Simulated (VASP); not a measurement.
Crystal: Be.

```
CELL_PARAMETERS angstrom
-1.26581 1.26581 1.26581
1.26581 -1.26581 1.26581
1.26581 1.26581 -1.26581
ATOMIC_POSITIONS crystal
Be 0.00000 0.00000 0.00000
```

* Program: VASP 6.6.1
* Task: relaxation of cell and atoms
* Functional: r2SCAN
* Potentials or basis: VASP PAW PBE potentials, release 64 (Be)
* Cutoff: 600 eV
* k mesh: 17 × 17 × 17
* Occupations: fermi-dirac, width 0.1 eV
* Spin: no spin polarisation

At the start: pressure -4.0 GPa; volume 8.11 Å³/atom.

How do energy, volume and symmetry change on relaxing?

Over 3 steps the energy falls by 3.5 meV/atom and the volume is 7.84 Å³/atom (-3.3 %); space group Im-3m (No. 229, to 0.05 Å).

Step by step:
| step | energy change (eV) | largest force (eV/Å) | pressure (GPa) | volume (Å³) |
| --- | --- | --- | --- | --- |
| 1 | 0.0000 | 0.0000 | -3.97 | 8.11 |
| 2 | -0.0034 | 0.0000 | -0.61 | 7.88 |
| 3 | -0.0035 | 0.0000 | -0.04 | 7.84 |

Final structure:
```cif
data_structure
_symmetry_space_group_name_H-M 'P 1'
_symmetry_Int_Tables_number 1
_cell_length_a 2.1678
_cell_length_b 2.1678
_cell_length_c 2.1678
_cell_angle_alpha 109.471
_cell_angle_beta 109.471
_cell_angle_gamma 109.471
_cell_volume 7.84
loop_
_atom_site_label
_atom_site_type_symbol
_atom_site_fract_x
_atom_site_fract_y
_atom_site_fract_z
_atom_site_occupancy
Be1 Be 0.00000 0.00000 0.00000 1
```

Caveat: the PAW data sets were made with another functional, which shifts forces and pressure a little.
